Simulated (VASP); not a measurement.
# Re (Pm-3m) in VASP: further runs

The runs below take Re through single point, with LDA.

Program: VASP 6.6.1. These are calculated values, not measurements. Logs are shortened: lines on timing, memory, paths and dates and some standing lists are left out, and cuts for length are marked.

### Step 1. The cell of the first run

Symmetry: Pm-3m, No. 221, cubic system. The conventional cell has a = 2.319 Å, b = 2.319 Å, c = 2.319 Å, α = 90.00°, β = 90.00°, γ = 90.00°. Re (site symmetry m-3m) has 6 Re at 2.32 Å within 3.1 Å.

### Step 2. Single point, LDA

The input, INCAR:

```
SYSTEM = Re
PREC = Accurate
ENCUT = 520
EDIFF = 1E-7
ISMEAR = -1
SIGMA = 0.08
LREAL = .FALSE.
LASPH = .TRUE.
NELM = 100
ALGO = Normal
ISIF = 2
LWAVE = .FALSE.
LCHARG = .FALSE.
NBANDS = 10
```

The input, KPOINTS:

```
Automatic mesh
0
G
  16 16 16
  0 0 0
```

The input, POSCAR:

```
Re
1.0
    2.3194729750      0.0000000000      0.0000000000
    0.0000000000      2.3194729750      0.0000000000
    0.0000000000      0.0000000000      2.3194729750
Re
1
Direct
    0.0000000000      0.0000000000      0.0000000000
```

Potentials or basis: VASP PAW LDA potentials, release 64 (Re).

Command:

```console
$ cat potpaw_LDA.64/Re/POTCAR > POTCAR
$ mpirun -np 1 vasp_std > vasp.out
```

OUTCAR:

```text
SYSTEM = Re
   PREC = Accurate
   ENCUT = 520
   EDIFF = 1E-7
   ISMEAR = -1
   LREAL = .FALSE.
   LASPH = .TRUE.
   NELM = 100
   ISIF = 2

 ion  position               nearest neighbor table
   1  0.000  0.000  0.000-

  LATTYP: Found a simple cubic cell.
 ALAT       =     2.3194729750

  Lattice vectors:

 A1 = (   2.3194729750,   0.0000000000,   0.0000000000)
 A2 = (   0.0000000000,   2.3194729750,   0.0000000000)
 A3 = (   0.0000000000,   0.0000000000,   2.3194729750)

Analysis of symmetry for initial positions (statically):
=====================================================================
 Subroutine PRICEL returns:
 Original cell was already a primitive cell.

 Routine SETGRP: Setting up the symmetry group for a
 simple cubic supercell.

 Subroutine GETGRP returns: Found 48 space group operations
 (whereof 48 operations were pure point group operations)
 out of a pool of 48 trial point group operations.

The static configuration has the point symmetry O_h .

Analysis of symmetry for dynamics (positions and initial velocities):
=====================================================================
 Subroutine PRICEL returns:
 Original cell was already a primitive cell.

 Routine SETGRP: Setting up the symmetry group for a
 simple cubic supercell.

 Subroutine GETGRP returns: Found 48 space group operations
 (whereof 48 operations were pure point group operations)
 out of a pool of 48 trial point group operations.

The dynamic configuration has the point symmetry O_h .

 Subroutine INISYM returns: Found 48 space group operations
 (whereof 48 operations are pure point group operations),
 and found     1 'primitive' translations

----------------------------------------------------------------------------------------

                                     Primitive cell

  volume of cell :      12.4787

  direct lattice vectors                    reciprocal lattice vectors
     2.319472975  0.000000000  0.000000000     0.431132421  0.000000000  0.000000000
     0.000000000  2.319472975  0.000000000     0.000000000  0.431132421  0.000000000
     0.000000000  0.000000000  2.319472975     0.000000000  0.000000000  0.431132421

  length of vectors
     2.319472975  2.319472975  2.319472975     0.431132421  0.431132421  0.431132421

  position of ions in fractional coordinates (direct lattice)
     0.000000000  0.000000000  0.000000000

  ion indices of the primitive-cell ions
   primitive index   ion index
                 1           1

----------------------------------------------------------------------------------------

 KPOINTS: Automatic mesh

Automatic generation of k-mesh.
 Grid dimensions read from file:
 generate k-points for:   16   16   16

 Generating k-lattice:

  Cartesian coordinates                     Fractional coordinates (reciprocal lattice)
     0.026945776  0.000000000  0.000000000     0.062500000  0.000000000  0.000000000
     0.000000000  0.026945776  0.000000000     0.000000000  0.062500000  0.000000000
     0.000000000  0.000000000  0.026945776     0.000000000  0.000000000  0.062500000

  Length of vectors
     0.026945776  0.026945776  0.026945776

  Shift w.r.t. Gamma in fractional coordinates (k-lattice)
     0.000000000  0.000000000  0.000000000

 Subroutine IBZKPT returns following result:
 ===========================================

 Found    165 irreducible k-points:

 Following reciprocal coordinates:
            Coordinates               Weight
  0.000000  0.000000  0.000000      1.000000
  0.062500  0.000000  0.000000      6.000000
  0.125000  0.000000  0.000000      6.000000
  0.187500  0.000000  0.000000      6.000000
  0.250000  0.000000  0.000000      6.000000
  0.312500  0.000000  0.000000      6.000000
[... 16 lines left out ...]
  0.437500  0.125000  0.000000     24.000000
  0.500000  0.125000  0.000000     12.000000
 [... further k-points ...]
   k-points           NKPTS =    165   k-points in BZ     NKDIM =    165   number of bands    NBANDS=     10
   number of dos      NEDOS =    301   number of ions     NIONS =      1
   total plane-waves  NPLWV =   5832
   dimension x,y,z NGX =    18 NGY =   18 NGZ =   18
   dimension x,y,z NGXF=    36 NGYF=   36 NGZF=   36
   ions per type =               1
   NGX,Y,Z   is equivalent  to a cutoff of  12.90, 12.90, 12.90 a.u.
   NGXF,Y,Z  is equivalent  to a cutoff of  25.80, 25.80, 25.80 a.u.
 SYSTEM =  Re
   PREC   = accura    normal or accurate (medium, high low for compatibility)
   ISTART =      0    job   : 0-new  1-cont  2-samecut
   ICHARG =      2    charge: 1-file 2-atom 10-const
   ISPIN  =      1    spin polarized calculation?
   LNONCOLLINEAR =      F non collinear calculations
   LSORBIT =      F    spin-orbit coupling
   LASPH  =      T    aspherical Exc in radial PAW
   ENCUT  =  520.0 eV  38.22 Ry    6.18 a.u.   4.31  4.31  4.31*2*pi/ulx,y,z
   NELM   =    100;   NELMIN=  2; NELMDL= -5     # of ELM steps
   EDIFF  = 0.1E-06   stopping-criterion for ELM
   LREAL  =      F    real-space projection
   EDIFFG = 0.1E-05   stopping-criterion for IOM
   NSW    =      0    number of steps for IOM
   IBRION =     -1    ionic relax: 0-MD 1-quasi-New 2-CG
   NFREE  =      0    steps in history (QN), initial steepest desc. (CG)
   ISIF   =      2    stress and relaxation
   ISYM   =      2    0-nonsym 1-usesym 2-fastsym
   POTIM  = 0.5000    time-step for ionic-motion
   TEBEG  =    0.0;   TEEND  =   0.0 temperature during run
   PSTRESS=    0.0 pullay stress
   NELECT =       7.0000    total number of electrons
   NUPDOWN=      -1.0000    fix difference up-down
   EMIN   =  10.00;   EMAX   =-10.00  energy-range for DOS
   EFERMI =   0.00;   METHOD = LEGACY
   ISMEAR =    -1;   SIGMA  =   0.08  broadening in eV -4-tet -1-fermi 0-gaus
   EFERMI_NEDOS =   21; number of points for ismear=-14 and -15
   IALGO  =     38    algorithm
   IMIX   =      4    mixing-type and parameters
     AMIX     =   0.40;   BMIX     =  1.00
     AMIX_MAG =   1.60;   BMIX_MAG =  1.00
  volume/ion in A,a.u.               =      12.48        84.21
  Fermi-wavevector in a.u.,A,eV,Ry     =   1.350159  2.551430 24.802453  1.822929
  Thomas-Fermi vector in A             =   2.477686
   LORBIT       =      0    0 simple, 1 ext, 2 COOP (PROOUT), +10 PAW based schemes
   GGA     = CA    functional components
   LHFCALC =     F    Hartree Fock is set to
   AEXX    =    0.0000 exact exchange contribution
   IVDW    =     0    specifies the selected vdW correction
   LEPSILON=     F    determine dielectric tensor
   LRPA    =     F    only Hartree local field effects (RPA)
 non-spin polarized calculation
  energy-cutoff  :      520.00
  volume of cell :       12.48
 maximum number of plane-waves:       356
 NGX is ok and might be reduce to    18
   NGX =  9   NGY =  9   NGZ =  9

 number of electron       7.0000001 magnetization

 Free energy of the ion-electron system (eV)
  ---------------------------------------------------
  ext. energy  EPLUGINS =         0.00000000
  ---------------------------------------------------
  free energy    TOTEN  =       -11.01129643 eV

  energy without entropy =      -10.99081291  energy(sigma->0) =      -11.00105467

 E-fermi :  10.8651     XC(G=0): -14.5886

 val. band max:       10.8646574490   @ k =   0.4375   0.1875   0.0000
 cond. band min:      10.8689903475   @ k =   0.3125   0.2500   0.0625
 fundamental gap:      0.0043328986
 Fermi energy:        10.8650812768

 k-point     1 :       0.0000    0.0000    0.0000
  band No.  band energies     occupation
      1      -0.5382      2.00000
      2       2.8193      2.00000
      3       2.8193      2.00000
      4      16.3485      0.00000
      5      16.3485      0.00000
      6      16.3485      0.00000
      7      29.0993      0.00000
      8      29.0993      0.00000
      9      29.0993      0.00000
     10      36.8692      0.00000

 k-point     2 :       0.0625    0.0000    0.0000
  band No.  band energies     occupation
      1      -0.3542      2.00000
      2       2.8671      2.00000
      3       3.0591      2.00000
      4      15.9933      0.00000
      5      15.9933      0.00000
      6      16.3731      0.00000
      7      28.1844      0.00000
      8      29.5210      0.00000
      9      29.5210      0.00000
     10      37.5470      0.00000

 k-point     3 :       0.1250    0.0000    0.0000
  band No.  band energies     occupation
      1       0.1306      2.00000
      2       3.0057      2.00000
      3       3.7975      2.00000
      4      15.0880      0.00000
      5      15.0880      0.00000
      6      16.4438      0.00000
      7      26.3071      0.00000
      8      30.6106      0.00000
      9      30.6106      0.00000
     10      35.0021      0.00000

 k-point     4 :       0.1875    0.0000    0.0000
  band No.  band energies     occupation
      1       0.7774      2.00000
      2       3.2200      2.00000
      3       5.0248      2.00000
      4      13.9367      0.00000
      5      13.9367      0.00000
      6      16.5510      0.00000
      7      24.3794      0.00000
      8      32.0316      0.00000
      9      32.0316      0.00000
     10      32.5970      0.00000
[... 222 lines left out ...]
 k-point    22 :       0.3750    0.1250    0.0000
  band No.  band energies     occupation
      1       3.4239      2.00000
      2       4.9195      2.00000
      3       7.4576      2.00000
      4      11.1569      0.05079
      5      12.1041      0.00000
      6      15.8380      0.00000
      7      22.6190      0.00000
      8      28.8525      0.00000
      9      32.2907      0.00000
     10      38.0466      0.00000

 k-point    23 :       0.4375    0.1250    0.0000
  band No.  band energies     occupation
      1       3.8952      2.00000
      2       5.2367      2.00000
      3       6.9568      2.00000
      4      10.6803      1.81944
      5      12.7213      0.00000
      6      15.9303      0.00000
      7      23.1027      0.00000
      8      28.1250      0.00000
      9      33.1713      0.00000
     10      36.4478      0.00000

 k-point    24 :       0.5000    0.1250    0.0000
  band No.  band energies     occupation
      1       4.0735      2.00000
      2       5.4207      2.00000
      3       6.6752      2.00000
      4      10.5183      1.97414
      5      12.9151      0.00000
      6      15.9632      0.00000
      7      23.5098      0.00000
      8      27.8630      0.00000
      9      34.0370      0.00000
     10      34.6905      0.00000

 [... further k-points ...]
[... 5 lines left out ...]
  --------------------------------------------------------------------------------------
  -------------------------------------------------------------------------------------
  Total       10.8224064     10.8224064     10.8224064      0.0000000      0.0000000     -0.0000000
  in kB     1389.5253429   1389.5253429   1389.5253429      0.0000000      0.0000000     -0.0000000
  external PRESSURE =    1389.5253429 kB  Pullay stress =       0.0000000 kB

 VOLUME and BASIS-vectors are now :
 -----------------------------------------------------------------------------
  energy-cutoff  :      520.00
  volume of cell :       12.48
      direct lattice vectors                 reciprocal lattice vectors
     2.319472975  0.000000000  0.000000000     0.431132421  0.000000000  0.000000000
     0.000000000  2.319472975  0.000000000     0.000000000  0.431132421  0.000000000
     0.000000000  0.000000000  2.319472975     0.000000000  0.000000000  0.431132421

 POSITION                                       TOTAL-FORCE (eV/Angst)
 -----------------------------------------------------------------------------------
      0.00000      0.00000      0.00000         0.000000      0.000000      0.000000
 -----------------------------------------------------------------------------------
    total drift:                               -0.000000      0.000000      0.000000

  FREE ENERGIE OF THE ION-ELECTRON SYSTEM (eV)
  ---------------------------------------------------
  free  energy   TOTEN  =       -11.0112964317 eV

  energy  without entropy=      -10.9908129127  energy(sigma->0) =      -11.00105467
```

Wall time 13 s (1 thread of Intel Xeon Platinum 8259CL at 2.50GHz (Skylake/Cascade Lake), shared host); peak memory 0.13 GiB.

Results:

```
Free energy : -11.0113 eV
Pressure    : 139.0 GPa
```

Levels at points of the mesh, in eV from the Fermi level:
| k point | band 1 | band 2 | band 3 | band 4 | band 5 | band 6 | band 7 | band 8 |
| --- | --- | --- | --- | --- | --- | --- | --- | --- |
| (0.00, 0.00, 0.00) | -11.40 | -8.05 | -8.05 | 5.48 | 5.48 | 5.48 | 18.23 | 18.23 |
| (0.50, 0.00, 0.00) | -7.31 | -6.62 | -1.17 | -0.51 | -0.51 | 6.16 | 12.75 | 15.59 |
| (0.50, 0.50, 0.00) | -9.94 | -5.17 | 0.72 | 0.72 | 6.40 | 6.40 | 9.71 | 18.04 |
| (0.50, 0.50, 0.50) | -7.59 | -7.59 | -7.59 | 6.61 | 10.21 | 10.21 | 16.76 | 16.76 |

Caveat: spin-orbit coupling is left out, which moves the levels of the heavy elements.

### Step 3. Single point, LDA

The input, INCAR:

```
  PREC = Accurate
  ENCUT = 520
  EDIFF = 1E-7
  ISMEAR = -1
  SIGMA = 0.08
  LREAL = False
  LASPH = True
  NELM = 100
  ALGO = Normal
  ISIF = 2
  LWAVE = False
  LCHARG = False
  NBANDS = 10
```

The input, KPOINTS:

```
regular mesh
0
Gamma
  16 16 16
```

The input, POSCAR:

```
Re
1.0
    2.3188038050      0.0000000000      0.0000000000
    0.0000000000      2.3188038050      0.0000000000
    0.0000000000      0.0000000000      2.3188038050
Re
1
Direct
    0.0000000000      0.0000000000      0.0000000000
```

Potentials or basis: VASP PAW LDA potentials, release 64 (Re).

Command:

```console
$ cat potpaw_LDA.64/Re/POTCAR > POTCAR
$ mpirun -np 1 vasp_std > vasp.out
```

Wall time 14 s (1 thread of Intel Xeon Platinum 8259CL at 2.50GHz (Skylake/Cascade Lake), shared host); peak memory 0.13 GiB.

The run converged. Its results:

| Property | Result |
| --- | --- |
| Free energy | -11.0019 eV |
| Pressure | 139.6 GPa |

Levels at points of the mesh, in eV from the Fermi level:
```
           k point  band 1  band 2  band 3  band 4  band 5  band 6  band 7
(0.00, 0.00, 0.00)  -11.41   -8.05   -8.05    5.49    5.49    5.49   18.24
(0.50, 0.00, 0.00)   -7.32   -6.62   -1.17   -0.51   -0.51    6.17   12.76
(0.50, 0.50, 0.00)   -9.96   -5.17    0.72    0.72    6.41    6.41    9.73
(0.50, 0.50, 0.50)   -7.60   -7.60   -7.60    6.60   10.22   10.22   16.78
```

Caveat: spin-orbit coupling is left out, which moves the levels of the heavy elements.
